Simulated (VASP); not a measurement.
# S (P1) in VASP: relaxation of cell and atoms with PBE

Aim: the relaxation of cell and atoms of S with PBE.

Program: VASP 6.6.1. These are calculated values, not measurements. Logs are shortened: lines on timing, memory, paths and dates and some standing lists are left out, and cuts for length are marked.

### Step 1. The cell of the first run

The typed cell holds 6 atoms: a = 4.409 Å, b = 5.646 Å, c = 8.741 Å, α = 85.56°, β = 78.32°, γ = 67.07°.

### Step 2. Relaxation of cell and atoms, PBE

INCAR

```
SYSTEM = S
PREC = Accurate
ENCUT = 600
EDIFF = 1E-6
ISMEAR = 0
SIGMA = 0.02
LREAL = .FALSE.
LASPH = .TRUE.
NELM = 100
ALGO = Normal
ISIF = 3
LWAVE = .FALSE.
LCHARG = .FALSE.
GGA = PE
IBRION = 2
NSW = 100
EDIFFG = -0.01
```

KPOINTS

```
regular mesh
0
G
  8 6 4
  0 0 0
```

POSCAR

```
S
1.0
    4.4085619489      0.0000000000      0.0000000000
    2.1999312174      5.2002759320      0.0000000000
    1.7695534921     -0.0134775151      8.5596744237
S
6
Direct
    0.7984653814      0.4170286532      0.6155881886
    0.6842209421      0.6248036049      0.1163568482
    0.0215985959      0.7429095806      0.9612432872
    0.2163927892      0.9058771561      0.1014298455
    0.6131292472      0.1356146126      0.5983746083
    0.2532278534      0.3004753739      0.4597085050
```

Potentials or basis: VASP PAW PBE potentials, release 64 (S).

Run with:

```sh
> cat potpaw_PBE.64/S/POTCAR > POTCAR
> mpirun -np 1 vasp_std > vasp.out
```

OUTCAR:

```text
SYSTEM = S
   PREC = Accurate
   ENCUT = 600
   EDIFF = 1E-6
   ISMEAR = 0
   LREAL = .FALSE.
   LASPH = .TRUE.
   NELM = 100
   ISIF = 3
   GGA = PE
   IBRION = 2
   NSW = 100
   EDIFFG = -0.01

 ion  position               nearest neighbor table
   1  0.798  0.417  0.616-   5 2.08   6 2.08
   2  0.684  0.625  0.116-   3 2.08   4 2.08
   3  0.022  0.743  0.961-   4 2.07   2 2.08
   4  0.216  0.906  0.101-   3 2.07   2 2.08
   5  0.613  0.136  0.598-   6 2.08   1 2.08
   6  0.253  0.300  0.460-   5 2.08   1 2.08

  Warning from LATTYP: Got some problem with cell dimensions!
  Tried to take original basis but could not verify dimensions!
  LATTYP: Found a triclinic cell.
 ALAT       =    10.0317733344
 B/A-ratio  =     1.7629114437
 C/A-ratio  =     1.0522952629
 COS(alpha) =     0.0143810840
 COS(beta)  =     0.6674206528
 COS(gamma) =     0.7467929737

  Lattice vectors:

 A1 = (   0.4303777253,   5.2137534471,  -8.5596744237)
 A2 = (  11.4474328405,  10.4140293791,  -8.5596744237)
 A3 = (  -6.1781154410,   0.0134775151,  -8.5596744237)

Analysis of symmetry for initial positions (statically):
=====================================================================
 Subroutine PRICEL returns:
 Original cell was already a primitive cell.

 Routine SETGRP: Setting up the symmetry group for a
 triclinic supercell.

 Subroutine GETGRP returns: Found  1 space group operations
 (whereof  1 operations were pure point group operations)
 out of a pool of  2 trial point group operations.

The static configuration has the point symmetry C_1 .

Analysis of symmetry for dynamics (positions and initial velocities):
=====================================================================
 Subroutine PRICEL returns:
 Original cell was already a primitive cell.

 Routine SETGRP: Setting up the symmetry group for a
 triclinic supercell.

 Subroutine GETGRP returns: Found  1 space group operations
 (whereof  1 operations were pure point group operations)
 out of a pool of  2 trial point group operations.

The dynamic configuration has the point symmetry C_1 .

 Subroutine INISYM returns: Found  1 space group operations
 (whereof  1 operations are pure point group operations),
 and found     1 'primitive' translations

----------------------------------------------------------------------------------------

                                     Primitive cell

  volume of cell :     196.2369

  direct lattice vectors                    reciprocal lattice vectors
     4.408561949  0.000000000  0.000000000     0.226831337 -0.095959012 -0.047044251
     2.199931217  5.200275932  0.000000000     0.000000000  0.192297488  0.000302779
     1.769553492 -0.013477515  8.559674424     0.000000000  0.000000000  0.116826873

  length of vectors
     4.408561949  5.646465012  8.740682321     0.250746383  0.192297727  0.116826873

  position of ions in fractional coordinates (direct lattice)
     0.798465381  0.417028653  0.615588189
     0.684220942  0.624803605  0.116356848
     0.021598596  0.742909581  0.961243287
     0.216392789  0.905877156  0.101429846
     0.613129247  0.135614613  0.598374608
     0.253227853  0.300475374  0.459708505

  ion indices of the primitive-cell ions
   primitive index   ion index
                 1           1
                 2           2
                 3           3
                 4           4
                 5           5
                 6           6

----------------------------------------------------------------------------------------

 KPOINTS: regular mesh

Automatic generation of k-mesh.
 Grid dimensions read from file:
 generate k-points for:    8    6    4

 Generating k-lattice:

  Cartesian coordinates                     Fractional coordinates (reciprocal lattice)
     0.028353917 -0.011994876 -0.005880531     0.125000000  0.000000000  0.000000000
     0.000000000  0.032049581  0.000050463     0.000000000  0.166666667  0.000000000
     0.000000000  0.000000000  0.029206718     0.000000000  0.000000000  0.250000000

  Length of vectors
     0.031343298  0.032049621  0.029206718

  Shift w.r.t. Gamma in fractional coordinates (k-lattice)
     0.000000000  0.000000000  0.000000000

 Subroutine IBZKPT returns following result:
 ===========================================

 Found    100 irreducible k-points:

 Following reciprocal coordinates:
            Coordinates               Weight
  0.000000  0.000000  0.000000      1.000000
  0.125000  0.000000 -0.000000      2.000000
  0.250000  0.000000 -0.000000      2.000000
  0.375000 -0.000000  0.000000      2.000000
  0.500000  0.000000 -0.000000      1.000000
  0.000000  0.166667  0.000000      2.000000
[... 16 lines left out ...]
  0.125000  0.500000 -0.000000      2.000000
  0.250000  0.500000  0.000000      2.000000
 [... further k-points ...]
   k-points           NKPTS =    100   k-points in BZ     NKDIM =    100   number of bands    NBANDS=     22
   number of dos      NEDOS =    301   number of ions     NIONS =      6
   total plane-waves  NPLWV = 120960
   dimension x,y,z NGX =    36 NGY =   48 NGZ =   70
   dimension x,y,z NGXF=    72 NGYF=   96 NGZF=  140
   ions per type =               6
   NGX,Y,Z   is equivalent  to a cutoff of  13.58, 14.13, 13.31 a.u.
   NGXF,Y,Z  is equivalent  to a cutoff of  27.15, 28.26, 26.63 a.u.
 SYSTEM =  S
   PREC   = accura    normal or accurate (medium, high low for compatibility)
   ISTART =      0    job   : 0-new  1-cont  2-samecut
   ICHARG =      2    charge: 1-file 2-atom 10-const
   ISPIN  =      1    spin polarized calculation?
   LNONCOLLINEAR =      F non collinear calculations
   LSORBIT =      F    spin-orbit coupling
   LASPH  =      T    aspherical Exc in radial PAW
   ENCUT  =  600.0 eV  44.10 Ry    6.64 a.u.   8.80 11.28 17.46*2*pi/ulx,y,z
   NELM   =    100;   NELMIN=  2; NELMDL= -5     # of ELM steps
   EDIFF  = 0.1E-05   stopping-criterion for ELM
   LREAL  =      F    real-space projection
   EDIFFG = -.1E-01   stopping-criterion for IOM
   NSW    =    100    number of steps for IOM
   IBRION =      2    ionic relax: 0-MD 1-quasi-New 2-CG
   NFREE  =      1    steps in history (QN), initial steepest desc. (CG)
   ISIF   =      3    stress and relaxation
   ISYM   =      2    0-nonsym 1-usesym 2-fastsym
   POTIM  = 0.5000    time-step for ionic-motion
   TEBEG  =    0.0;   TEEND  =   0.0 temperature during run
   PSTRESS=    0.0 pullay stress
   NELECT =      36.0000    total number of electrons
   NUPDOWN=      -1.0000    fix difference up-down
   EMIN   =  10.00;   EMAX   =-10.00  energy-range for DOS
   EFERMI =   0.00;   METHOD = LEGACY
   ISMEAR =     0;   SIGMA  =   0.02  broadening in eV -4-tet -1-fermi 0-gaus
   EFERMI_NEDOS =   21; number of points for ismear=-14 and -15
   IALGO  =     38    algorithm
   IMIX   =      4    mixing-type and parameters
     AMIX     =   0.40;   BMIX     =  1.00
     AMIX_MAG =   1.60;   BMIX_MAG =  1.00
  volume/ion in A,a.u.               =      32.71       220.71
  Fermi-wavevector in a.u.,A,eV,Ry     =   0.930212  1.757847 11.773055  0.865295
  Thomas-Fermi vector in A             =   2.056577
   LORBIT       =      0    0 simple, 1 ext, 2 COOP (PROOUT), +10 PAW based schemes
   GGA     = PE    functional components
   LHFCALC =     F    Hartree Fock is set to
   AEXX    =    0.0000 exact exchange contribution
   IVDW    =     0    specifies the selected vdW correction
   LEPSILON=     F    determine dielectric tensor
   LRPA    =     F    only Hartree local field effects (RPA)
 conjugate gradient relaxation of ions
 non-spin polarized calculation
 Gauss-broadening in eV      SIGMA  =   0.02
  energy-cutoff  :      600.00
  volume of cell :      196.24
 maximum number of plane-waves:      6568
   NGX = 17   NGY = 23   NGZ = 35

--------------------------------------- Ionic step        1  -------------------------------------------

 number of electron      36.0000000 magnetization

 Free energy of the ion-electron system (eV)
  ---------------------------------------------------
  ext. energy  EPLUGINS =         0.00000000
  ---------------------------------------------------
  free energy    TOTEN  =       -24.57511973 eV

  energy without entropy =      -24.57511973  energy(sigma->0) =      -24.57511973

------------------------ aborting loop because EDIFF is reached ----------------------------------------

  FORCE on cell =-STRESS in cart. coord.  units (eV):
  Direction    XX          YY          ZZ          XY          YZ          ZX
  --------------------------------------------------------------------------------------
  -------------------------------------------------------------------------------------
  Total       -0.5599453     -0.3538961     -0.2554495      0.0395084     -0.0086759      0.0605304
  in kB       -4.5716778     -2.8893872     -2.0856195      0.3225669     -0.0708346      0.4942008
  external PRESSURE =      -3.1822281 kB  Pullay stress =       0.0000000 kB
[... 101 lines left out ...]
  FREE ENERGIE OF THE ION-ELECTRON SYSTEM (eV)
  ---------------------------------------------------
  free  energy   TOTEN  =       -24.5774827363 eV

  energy  without entropy=      -24.5774827363  energy(sigma->0) =      -24.57748274

 E-fermi :   0.0096     XC(G=0):  -6.9773

 val. band max:       -0.1227031948   @ k =   0.2500   0.5000   0.0000
 cond. band min:       2.3292354068   @ k =   0.5000   0.0000  -0.0000
 fundamental gap:      2.4519386016
 Fermi energy:         0.0096312637

 k-point     1 :       0.0000    0.0000    0.0000
  band No.  band energies     occupation
      1     -16.0356      2.00000
      2     -15.9839      2.00000
      3     -11.1569      2.00000
      4     -11.0298      2.00000
      5     -11.0249      2.00000
      6     -11.0060      2.00000
[... 589 lines left out ...]
     21       3.5895      0.00000
     22       3.6893      0.00000

 [... further k-points ...]

[... ionic steps 4 to 15 ...]

--------------------------------------- Ionic step       16  -------------------------------------------

 number of electron      36.0000000 magnetization

------------------------ aborting loop because EDIFF is reached ----------------------------------------
[... 75 lines left out ...]
--------------------------------------- Ionic step       18  -------------------------------------------

 number of electron      36.0000001 magnetization

 Free energy of the ion-electron system (eV)
  ---------------------------------------------------
  ext. energy  EPLUGINS =         0.00000000
  ---------------------------------------------------
  free energy    TOTEN  =       -24.57962369 eV

  energy without entropy =      -24.57962369  energy(sigma->0) =      -24.57962369

 E-fermi :  -0.0866     XC(G=0):  -6.9087

 val. band max:       -0.2098766910   @ k =  -0.3750   0.3333   0.5000
 cond. band min:       2.2348337671   @ k =   0.5000   0.0000  -0.0000
 fundamental gap:      2.4447104581
 Fermi energy:        -0.0865877906

 k-point     1 :       0.0000    0.0000    0.0000
  band No.  band energies     occupation
      1     -16.1325      2.00000
      2     -16.0851      2.00000
      3     -11.2479      2.00000
      4     -11.1313      2.00000
      5     -11.1255      2.00000
      6     -11.1087      2.00000
[... 589 lines left out ...]
     21       3.5218      0.00000
     22       3.6236      0.00000

 [... further k-points ...]
[... 5 lines left out ...]
  --------------------------------------------------------------------------------------
  -------------------------------------------------------------------------------------
  Total       -0.0235715     -0.0045476     -0.0126502     -0.0022920     -0.0018570      0.0062462
  in kB       -0.1856947     -0.0358254     -0.0996577     -0.0180560     -0.0146290      0.0492072
  external PRESSURE =      -0.1070593 kB  Pullay stress =       0.0000000 kB
[... 21 lines left out ...]
  FREE ENERGIE OF THE ION-ELECTRON SYSTEM (eV)
  ---------------------------------------------------
  free  energy   TOTEN  =       -24.5796236917 eV

  energy  without entropy=      -24.5796236917  energy(sigma->0) =      -24.57962369

 reached required accuracy - stopping structural energy minimisation
```

Run time: 40 min. Hardware: 1 thread of AMD EPYC 9R45 (Zen 5), shared host; peak memory 0.56 GiB.

Results:

```
Free energy                            : -24.5796 eV
Relaxed volume                         : 33.90 Å³/atom
Relaxed cell                           : a = 4.403 Å, b = 5.753 Å, c = 8.909 Å, α = 85.43°, β = 77.47°, γ = 67.41°
Space group after relaxing (to 0.05 Å) : P1 (No. 1)
Energy gained by relaxing              : 0.8 meV/atom
Ionic steps                            : 18
Pressure after relaxing                : 0.0 GPa
Largest force after relaxing           : 0.010 eV/Å
Band gap on the k mesh                 : 2.44 eV, indirect (least direct gap 2.55 eV)
```

Forces in eV/Å, atoms in the order of the input:
```
S    0.004  0.001 -0.007
S    0.005  0.000 -0.001
S    0.004  0.001 -0.003
S   -0.008 -0.001  0.002
S   -0.005 -0.001 -0.001
S   -0.001 -0.001  0.010
```

Step by step:
```tsv
step	energy change (eV)	largest force (eV/Å)	pressure (GPa)	volume (Å³)
1	0.0000	0.1703	-0.32	196.24
2	0.0016	0.1963	0.54	194.40
3	-0.0024	0.0348	0.05	195.43
4	-0.0026	0.0247	0.04	195.64
5	-0.0028	0.0363	0.02	196.05
6	-0.0029	0.0149	0.02	196.31
7	-0.0030	0.0206	0.01	196.57
8	-0.0032	0.0181	0.03	196.87
9	-0.0034	0.0511	0.07	197.77
10	-0.0035	0.0500	0.05	198.02
11	-0.0037	0.0480	0.01	198.79
12	-0.0038	0.0569	-0.06	200.32
13	-0.0040	0.0491	-0.04	200.63
14	-0.0043	0.0263	0.00	201.57
15	-0.0043	0.0612	0.08	203.44
16	-0.0044	0.0277	0.04	202.43
17	-0.0045	0.0203	0.02	202.74
18	-0.0045	0.0098	-0.01	203.38
```

Final structure:
```xyz
6
Lattice="4.4030 0.0054 0.0420 2.2035 5.3137 0.0147 1.8491 -0.0219 8.7147" Properties=species:S:1:pos:R:3 pbc="T T T"
S     5.5621    2.1877    5.3951
S     4.6004    3.3389    1.0381
S     3.5260    3.9333    8.4026
S     3.1312    4.7873    0.9021
S     4.0957    0.7388    5.2418
S     2.6399    1.5800    4.0356
```

Levels at points of the mesh, in eV from the valence-band top:
```
           k point  band 15  band 16  band 17  band 18  band 19  band 20  band 21  band 22
(0.00, 0.00, 0.00)    -2.12    -2.01    -0.29    -0.10     3.50     3.99     4.04     4.37
(0.50, 0.00, 0.00)    -0.33    -0.28    -0.24    -0.15     2.44     2.69     3.31     3.45
(0.00, 0.50, 0.00)    -1.91    -1.90    -0.16    -0.12     3.37     3.38     4.16     4.21
(0.50, 0.50, 0.00)    -0.33    -0.29    -0.25    -0.15     2.45     2.70     3.32     3.43
(0.00, 0.00, 0.50)    -2.06    -2.05    -0.20    -0.19     3.76     3.77     4.00     4.00
(0.50, 0.00, 0.50)    -0.33    -0.30    -0.21    -0.17     2.45     2.73     3.31     3.47
(0.00, 0.50, 0.50)    -1.95    -1.95    -0.14    -0.13     3.55     3.56     4.08     4.09
(0.50, 0.50, 0.50)    -0.33    -0.30    -0.20    -0.16     2.45     2.74     3.31     3.46
```

A k mesh can miss the band edges.
